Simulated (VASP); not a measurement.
# Re in VASP: a series of runs

The runs below take Re through single point, with PBE.

Program: VASP 6.6.1. These are calculated values, not measurements. Logs are shortened: lines on timing, memory, paths and dates and some standing lists are left out, and cuts for length are marked.

### Step 1. The cell of the first run

The cell holds a sheet with vacuum, 2 atoms: a = 2.516 Å, b = 2.516 Å, c = 18.000 Å, α = 90.00°, β = 90.00°, γ = 120.00°.

The cell was generated, and may not be a known phase.

### Step 2. Single point, PBE

Contents of INCAR:

```
SYSTEM = Re
  ALGO = Normal
  DIPOL = 0.5 0.5 0.500
  EDIFF = 1E-6
  ENCUT = 520
  GGA = PE
  GGA_COMPAT = .FALSE.
  IDIPOL = 3
  ISIF = 2
  ISMEAR = 0
  LASPH = .TRUE.
  LCHARG = .TRUE.
  LDIPOL = .TRUE.
  LELF = .TRUE.
  LREAL = .FALSE.
  LVACPOTAV = .TRUE.
  LVHAR = .TRUE.
  LWAVE = .FALSE.
  NBANDS = 14
  NELM = 120
  NELMDL = -8
  PREC = Accurate
  SIGMA = 0.1
```

Contents of KPOINTS:

```
k-points
0
G
  6 6 1
  0 0 0
```

Contents of POSCAR:

```
Re
1.0
    2.5162680000      0.0000000000      0.0000000000
   -1.2581340000      2.1791520000      0.0000000000
    0.0000000000      0.0000000000     18.0000000000
Re
2
Direct
    0.0000000000      0.0000000000      0.3968735500
    0.0000000000      0.0000000000      0.6031264500
```

Potentials or basis: VASP PAW PBE potentials, release 64 (Re).

Command:

```console
$ cat potpaw_PBE.64/Re/POTCAR > POTCAR
$ mpirun -np 1 vasp_std > vasp.out
```

OUTCAR:

```text
SYSTEM = Re
   EDIFF = 1E-6
   ENCUT = 520
   GGA = PE
   ISIF = 2
   ISMEAR = 0
   LASPH = .TRUE.
   LREAL = .FALSE.
   NELM = 120
   NELMDL = -8
   PREC = Accurate

 ion  position               nearest neighbor table
   1  0.000  0.000  0.397-
   2  0.000  0.000  0.603-

  LATTYP: Found a hexagonal cell.
 ALAT       =     2.5162680000
 C/A-ratio  =     7.1534510632

  Lattice vectors:

 A1 = (   2.5162680000,   0.0000000000,   0.0000000000)
 A2 = (  -1.2581340000,   2.1791520000,   0.0000000000)
 A3 = (   0.0000000000,   0.0000000000,  18.0000000000)

Analysis of symmetry for initial positions (statically):
=====================================================================
 Subroutine PRICEL returns:
 Original cell was already a primitive cell.

 Routine SETGRP: Setting up the symmetry group for a
 hexagonal supercell.

 Subroutine GETGRP returns: Found 24 space group operations
 (whereof 24 operations were pure point group operations)
 out of a pool of 24 trial point group operations.

The static configuration has the point symmetry D_6h.

Analysis of symmetry for dynamics (positions and initial velocities):
=====================================================================
 Subroutine PRICEL returns:
 Original cell was already a primitive cell.

 Routine SETGRP: Setting up the symmetry group for a
 hexagonal supercell.

 Subroutine GETGRP returns: Found 24 space group operations
 (whereof 24 operations were pure point group operations)
 out of a pool of 24 trial point group operations.

The dynamic configuration has the point symmetry D_6h.

 Subroutine INISYM returns: Found 24 space group operations
 (whereof 24 operations are pure point group operations),
 and found     1 'primitive' translations

----------------------------------------------------------------------------------------

                                     Primitive cell

  volume of cell :      98.6999

  direct lattice vectors                    reciprocal lattice vectors
     2.516268000  0.000000000  0.000000000     0.397413948  0.229447051  0.000000000
    -1.258134000  2.179152000  0.000000000     0.000000000  0.458894102  0.000000000
     0.000000000  0.000000000 18.000000000     0.000000000  0.000000000  0.055555556

  length of vectors
     2.516268000  2.516267991 18.000000000     0.458894100  0.458894102  0.055555556

  position of ions in fractional coordinates (direct lattice)
     0.000000000  0.000000000  0.396873550
     0.000000000  0.000000000  0.603126450

  ion indices of the primitive-cell ions
   primitive index   ion index
                 1           1
                 2           2

----------------------------------------------------------------------------------------

 KPOINTS: k-points

Automatic generation of k-mesh.
 Grid dimensions read from file:
 generate k-points for:    6    6    1

 Generating k-lattice:

  Cartesian coordinates                     Fractional coordinates (reciprocal lattice)
     0.066235658  0.038241175  0.000000000     0.166666667  0.000000000  0.000000000
     0.000000000  0.076482350  0.000000000     0.000000000  0.166666667  0.000000000
     0.000000000  0.000000000  0.055555556     0.000000000  0.000000000  1.000000000

  Length of vectors
     0.076482350  0.076482350  0.055555556

  Shift w.r.t. Gamma in fractional coordinates (k-lattice)
     0.000000000  0.000000000  0.000000000

 Subroutine IBZKPT returns following result:
 ===========================================

 Found      7 irreducible k-points:

 Following reciprocal coordinates:
            Coordinates               Weight
  0.000000  0.000000  0.000000      1.000000
  0.166667 -0.000000  0.000000      6.000000
  0.333333  0.000000  0.000000      6.000000
  0.500000  0.000000  0.000000      3.000000
  0.166667  0.166667  0.000000      6.000000
  0.333333  0.166667  0.000000     12.000000
  0.333333  0.333333  0.000000      2.000000
   k-points           NKPTS =      7   k-points in BZ     NKDIM =      7   number of bands    NBANDS=     14
   number of dos      NEDOS =    301   number of ions     NIONS =      2
   total plane-waves  NPLWV =  56000
   dimension x,y,z NGX =    20 NGY =   20 NGZ =  140
   dimension x,y,z NGXF=    40 NGYF=   40 NGZF=  280
   ions per type =               2
   NGX,Y,Z   is equivalent  to a cutoff of  13.21, 13.21, 12.93 a.u.
   NGXF,Y,Z  is equivalent  to a cutoff of  26.43, 26.43, 25.86 a.u.
 SYSTEM =  Re
   PREC   = accura    normal or accurate (medium, high low for compatibility)
   ISTART =      0    job   : 0-new  1-cont  2-samecut
   ICHARG =      2    charge: 1-file 2-atom 10-const
   ISPIN  =      1    spin polarized calculation?
   LNONCOLLINEAR =      F non collinear calculations
   LSORBIT =      F    spin-orbit coupling
   LASPH  =      T    aspherical Exc in radial PAW
   ENCUT  =  520.0 eV  38.22 Ry    6.18 a.u.   4.68  4.68 33.47*2*pi/ulx,y,z
   NELM   =    120;   NELMIN=  2; NELMDL= -8     # of ELM steps
   EDIFF  = 0.1E-05   stopping-criterion for ELM
   LREAL  =      F    real-space projection
   EDIFFG = 0.1E-04   stopping-criterion for IOM
   NSW    =      0    number of steps for IOM
   IBRION =     -1    ionic relax: 0-MD 1-quasi-New 2-CG
   NFREE  =      0    steps in history (QN), initial steepest desc. (CG)
   ISIF   =      2    stress and relaxation
   ISYM   =      2    0-nonsym 1-usesym 2-fastsym
   POTIM  = 0.5000    time-step for ionic-motion
   TEBEG  =    0.0;   TEEND  =   0.0 temperature during run
   PSTRESS=    0.0 pullay stress
   NELECT =      14.0000    total number of electrons
   NUPDOWN=      -1.0000    fix difference up-down
   EMIN   =  10.00;   EMAX   =-10.00  energy-range for DOS
   EFERMI =   0.00;   METHOD = LEGACY
   ISMEAR =     0;   SIGMA  =   0.10  broadening in eV -4-tet -1-fermi 0-gaus
   EFERMI_NEDOS =   21; number of points for ismear=-14 and -15
   IALGO  =     38    algorithm
   IMIX   =      4    mixing-type and parameters
     AMIX     =   0.40;   BMIX     =  1.00
     AMIX_MAG =   1.60;   BMIX_MAG =  1.00
  volume/ion in A,a.u.               =      49.35       333.03
  Fermi-wavevector in a.u.,A,eV,Ry     =   0.853778  1.613407  9.917799  0.728938
  Thomas-Fermi vector in A             =   1.970273
   LORBIT       =      0    0 simple, 1 ext, 2 COOP (PROOUT), +10 PAW based schemes
   GGA     = PE    functional components
   LHFCALC =     F    Hartree Fock is set to
   AEXX    =    0.0000 exact exchange contribution
   IVDW    =     0    specifies the selected vdW correction
   LEPSILON=     F    determine dielectric tensor
   LRPA    =     F    only Hartree local field effects (RPA)
 non-spin polarized calculation
 Gauss-broadening in eV      SIGMA  =   0.10
  energy-cutoff  :      520.00
  volume of cell :       98.70
 maximum number of plane-waves:      2707
 NGX is ok and might be reduce to    20
   NGX =  9   NGY =  9   NGZ = 67

 number of electron      13.9999999 magnetization

 dipolmoment           0.000000      0.000000     -0.000000 electrons x Angstroem

 Free energy of the ion-electron system (eV)
  ---------------------------------------------------
  ext. energy  EPLUGINS =         0.00000000
  ---------------------------------------------------
  free energy    TOTEN  =       -19.17926477 eV

  energy without entropy =      -19.11382469  energy(sigma->0) =      -19.14654473

 E-fermi :  -1.4554     XC(G=0):  -5.4489

 val. band max:       -1.4848934690   @ k =   0.1667  -0.0000   0.0000
 cond. band min:      -1.4031894107   @ k =   0.3333   0.0000   0.0000
 fundamental gap:      0.0817040583
 Fermi energy:        -1.4554017500

 k-point     1 :       0.0000    0.0000    0.0000
  band No.  band energies     occupation
      1      -9.8695      2.00000
      2      -9.6049      2.00000
      3      -5.2163      2.00000
      4      -3.5785      2.00000
      5      -2.9605      2.00000
      6      -2.9605      2.00000
      7      -2.9485      2.00000
      8      -2.9485      2.00000
      9      -1.9155      2.00000
     10       1.4049      0.00000
     11       1.7031      0.00000
     12       1.7031      0.00000
     13       1.7771      0.00000
     14       1.7771      0.00000

 k-point     2 :       0.1667   -0.0000    0.0000
  band No.  band energies     occupation
      1      -8.3438      2.00000
      2      -8.0468      2.00000
      3      -4.6889      2.00000
      4      -3.8849      2.00000
      5      -3.8370      2.00000
      6      -3.1706      2.00000
      7      -2.9510      2.00000
      8      -1.5365      1.74838
      9      -1.5237      1.66587
     10      -1.4849      1.32338
     11       1.2603      0.00000
     12       1.3507      0.00000
     13       2.1392      0.00000
     14       3.8026      0.00000

 k-point     3 :       0.3333    0.0000    0.0000
  band No.  band energies     occupation
      1      -7.6127      2.00000
      2      -7.5321      2.00000
      3      -5.1591      2.00000
      4      -4.5645      2.00000
      5      -2.9851      2.00000
      6      -1.4032      0.46028
      7      -1.3505      0.13804
      8      -1.2412      0.00245
      9       0.4651      0.00000
     10       0.5808      0.00000
     11       2.1233      0.00000
     12       2.1360      0.00000
     13       3.9654      0.00000
     14       6.1646      0.00000

 k-point     4 :       0.5000    0.0000    0.0000
  band No.  band energies     occupation
      1      -8.1904      2.00000
      2      -8.1435      2.00000
      3      -5.9021      2.00000
      4      -5.4682      2.00000
      5      -1.6089      1.97010
      6      -0.4464      0.00000
      7       0.1040      0.00000
      8       0.2299      0.00000
      9       1.6726      0.00000
     10       2.7508      0.00000
     11       4.8841      0.00000
     12       4.8865      0.00000
     13       5.5700      0.00000
     14       8.0417      0.00000

 k-point     5 :       0.1667    0.1667    0.0000
  band No.  band energies     occupation
      1      -5.9916      2.00000
      2      -5.6536      2.00000
      3      -5.0764      2.00000
      4      -5.0429      2.00000
      5      -4.5356      2.00000
      6      -3.8273      2.00000
      7      -3.1186      2.00000
      8      -1.6419      1.99164
      9       0.0078      0.00000
     10       0.1696      0.00000
     11       1.7732      0.00000
     12       1.8567      0.00000
     13       3.6651      0.00000
     14       5.5656      0.00000

 k-point     6 :       0.3333    0.1667    0.0000
  band No.  band energies     occupation
      1      -6.4632      2.00000
      2      -6.4017      2.00000
      3      -5.3133      2.00000
      4      -4.8598      2.00000
      5      -1.8569      2.00000
      6      -1.5510      1.82381
      7      -1.4029      0.45748
      8      -1.3951      0.39398
      9      -1.2098      0.00051
     10      -0.4675      0.00000
     11       5.7621      0.00000
     12       6.3619      0.00000
     13       6.4679      0.00000
     14       8.8754      0.00000

 k-point     7 :       0.3333    0.3333    0.0000
  band No.  band energies     occupation
      1      -4.0280      2.00000
      2      -4.0280      2.00000
      3      -3.6832      2.00000
      4      -3.6832      2.00000
      5      -3.5089      2.00000
      6      -3.5089      2.00000
      7      -3.3693      2.00000
      8      -3.3693      2.00000
      9      -1.0840      0.00000
     10      -0.1462      0.00000
     11       7.6714      0.00000
     12       8.5345      0.00000
     13       8.7255      0.00000
     14       8.7255      0.00000

------------------------ aborting loop because EDIFF is reached ----------------------------------------

  FORCE on cell =-STRESS in cart. coord.  units (eV):
  Direction    XX          YY          ZZ          XY          YZ          ZX
  --------------------------------------------------------------------------------------
  -------------------------------------------------------------------------------------
  Total        7.5189577      7.5189576     -3.5505585      0.0000000      0.0000000     -0.0000000
  in kB      122.0537987    122.0537975    -57.6355357      0.0000000      0.0000000     -0.0000000
  external PRESSURE =      62.1573535 kB  Pullay stress =       0.0000000 kB

 VOLUME and BASIS-vectors are now :
 -----------------------------------------------------------------------------
  energy-cutoff  :      520.00
  volume of cell :       98.70
      direct lattice vectors                 reciprocal lattice vectors
     2.516268000  0.000000000  0.000000000     0.397413948  0.229447051  0.000000000
    -1.258134000  2.179152000  0.000000000     0.000000000  0.458894102  0.000000000
     0.000000000  0.000000000 18.000000000     0.000000000  0.000000000  0.055555556

 POSITION                                       TOTAL-FORCE (eV/Angst)
 -----------------------------------------------------------------------------------
      0.00000      0.00000      7.14372         0.000000      0.000000      0.950615
      0.00000      0.00000     10.85628        -0.000000     -0.000000     -0.950615
 -----------------------------------------------------------------------------------
    total drift:                                0.000000     -0.000000     -0.000000

  FREE ENERGIE OF THE ION-ELECTRON SYSTEM (eV)
  ---------------------------------------------------
  free  energy   TOTEN  =       -19.1792647749 eV

  energy  without entropy=      -19.1138246869  energy(sigma->0) =      -19.14654473

 vacuum level on the upper side and lower side of the slab         4.259         4.259
```

It took 23 s on 1 thread of Intel Xeon Platinum 8375C at 2.90GHz (Ice Lake), shared host; peak memory 0.21 GiB.

What came out:

```yaml
Free_energy: -19.1793 eV
Largest_force: 0.951 eV/Å
Band_gap_on_the_k_mesh: zero (bands 7 and 8 overlap by 3.47 eV)
```

Forces on the atoms (eV/Å):
```
Re   0.000  0.000  0.951
Re   0.000  0.000 -0.951
```

Caveat: the k points lie up to 0.48 Å⁻¹ apart, too coarse for converged energies and pressures of a metal; spin-orbit coupling is left out, which moves the levels of the heavy elements.

### Step 3. Single point, PBE

This run uses another cell than the first one.

Contents of INCAR:

```
SYSTEM = Re
PREC = Accurate ; ENCUT = 520
EDIFF = 1E-6 ; ISMEAR = 0
SIGMA = 0.1 ; LREAL = .FALSE.
LASPH = .TRUE. ; NELM = 120
ALGO = Normal ; ISIF = 2
LWAVE = .FALSE. ; LCHARG = .FALSE.
LDIPOL = .TRUE. ; IDIPOL = 3
DIPOL = 0.5 0.5 0.288 ; GGA = PE
NBANDS = 14 ; GGA_COMPAT = .FALSE.
NELMDL = -8
```

Contents of KPOINTS:

```
Automatic mesh
0
G
  6 6 1
  0 0 0
```

Contents of POSCAR:

```
Re
1.0
    2.7423093816      0.0000000000      0.0000000000
   -1.3711546908      2.3749095895      0.0000000000
    0.0000000000      0.0000000000     31.2251044000
Re
2
Direct
    0.0000000000      0.0000000000      0.2519718250
    0.0000000000      0.0000000000      0.3244874166
```

Potentials or basis: VASP PAW PBE potentials, release 64 (Re).

Command:

```console
$ cat potpaw_PBE.64/Re/POTCAR > POTCAR
$ mpirun -np 1 vasp_std > vasp.out
```

OUTCAR:

```text
SYSTEM = Re
   PREC = Accurate
   ENCUT = 520
   EDIFF = 1E-6
   ISMEAR = 0
   LREAL = .FALSE.
   LASPH = .TRUE.
   NELM = 120
   ISIF = 2
   GGA = PE
   NELMDL = -8

 ion  position               nearest neighbor table
   1  0.000  0.000  0.252-   2 2.26
   2  0.000  0.000  0.324-   1 2.26

  LATTYP: Found a hexagonal cell.
 ALAT       =     2.7423093816
 C/A-ratio  =    11.3864265679

  Lattice vectors:

 A1 = (   2.7423093816,   0.0000000000,   0.0000000000)
 A2 = (  -1.3711546908,   2.3749095895,   0.0000000000)
 A3 = (   0.0000000000,   0.0000000000,  31.2251044000)

Analysis of symmetry for initial positions (statically):
=====================================================================
 Subroutine PRICEL returns:
 Original cell was already a primitive cell.

 Routine SETGRP: Setting up the symmetry group for a
 hexagonal supercell.

 Subroutine GETGRP returns: Found 24 space group operations
 (whereof 12 operations were pure point group operations)
 out of a pool of 24 trial point group operations.

[... 167 lines left out ...]
      9      -2.5212      0.00000
     10      -2.5212      0.00000
     11      -2.3658      0.00000
     12       0.9407      0.00000
     13       0.9408      0.00000
     14       1.7084      0.00000
[... 88 lines left out ...]
      1      -7.1099      2.00000
      2      -7.1099      2.00000
      3      -5.4571      2.00000
      4      -4.7716      2.00000
      5      -4.7716      2.00000
      6      -4.1672      2.00000
      7      -4.1672      2.00000
      8      -1.7377      0.00000
      9      -1.7377      0.00000
     10       0.7640      0.00000
     11       3.7109      0.00000
     12       5.2412      0.00000
     13       6.2212      0.00000
     14       6.2212      0.00000

------------------------ aborting loop because EDIFF is reached ----------------------------------------

 vacuum level on the upper side and lower side of the slab       (xc-potential included)        -0.008        -0.008

  FORCE on cell =-STRESS in cart. coord.  units (eV):
  Direction    XX          YY          ZZ          XY          YZ          ZX
  --------------------------------------------------------------------------------------
  -------------------------------------------------------------------------------------
  Total        0.0157026      0.0157026     -1.0274879     -0.0000000      0.0000000     -0.0000000
  in kB        0.1237130      0.1237130     -8.0950563     -0.0000000      0.0000000     -0.0000000
  external PRESSURE =      -2.6158768 kB  Pullay stress =       0.0000000 kB

 VOLUME and BASIS-vectors are now :
 -----------------------------------------------------------------------------
  energy-cutoff  :      520.00
  volume of cell :      203.36
      direct lattice vectors                 reciprocal lattice vectors
     2.742309382  0.000000000  0.000000000     0.364656157  0.210534330  0.000000000
    -1.371154691  2.374909590  0.000000000     0.000000000  0.421068661  0.000000000
     0.000000000  0.000000000 31.225104400     0.000000000  0.000000000  0.032025513

 POSITION                                       TOTAL-FORCE (eV/Angst)
 -----------------------------------------------------------------------------------
      0.00000      0.00000      7.86785         0.000000      0.000000      0.444551
      0.00000      0.00000     10.13215        -0.000000     -0.000000     -0.444551
 -----------------------------------------------------------------------------------
    total drift:                                0.000000      0.000000      0.000017

  FREE ENERGIE OF THE ION-ELECTRON SYSTEM (eV)
  ---------------------------------------------------
  free  energy   TOTEN  =       -22.3156748785 eV

  energy  without entropy=      -22.3060706309  energy(sigma->0) =      -22.31087275

 vacuum level on the upper side and lower side of the slab         1.871         1.871
```

stdout:

```text
POSCAR found type information on POSCAR Re
 POSCAR found :  1 types and       2 ions
 scaLAPACK will be used
 LDA part: xc-table for (Slater+PW92), standard interpolation
 POSCAR, INCAR and KPOINTS ok, starting setup
 FFT: planning ... GRIDC
 FFT: planning ... GRID_SOFT
 FFT: planning ... GRID
 WAVECAR not read
 entering main loop
```

Run time: 42 s. Hardware: 1 thread of Intel Xeon Platinum 8375C at 2.90GHz (Ice Lake), shared host; peak memory 0.28 GiB.

Results:

| Quantity | Value |
| --- | --- |
| Free energy | -22.3157 eV |
| Largest force | 0.445 eV/Å |
| Band gap on the k mesh | zero (bands 7 and 8 overlap by 1.89 eV) |

Forces in eV/Å, atoms in the order of the input:
```
Re   0.000  0.000  0.445
Re   0.000  0.000 -0.445
```

Levels at points of the mesh, in eV from the Fermi level:
```csv
k point,band 5,band 6,band 7,band 8,band 9,band 10
"(0.00, 0.00, 0.00)",-1.34,-0.45,-0.45,-0.26,0.40,0.40
"(0.50, 0.00, 0.00)",-1.01,-0.80,1.63,2.94,3.37,4.29
```

Caveat: the k points lie up to 0.44 Å⁻¹ apart, too coarse for converged energies and pressures of a metal; spin-orbit coupling is left out, which moves the levels of the heavy elements.

[end of part 1 of 2]

The gap in the log of VASP goes by the Fermi energy; the results here count the filled bands.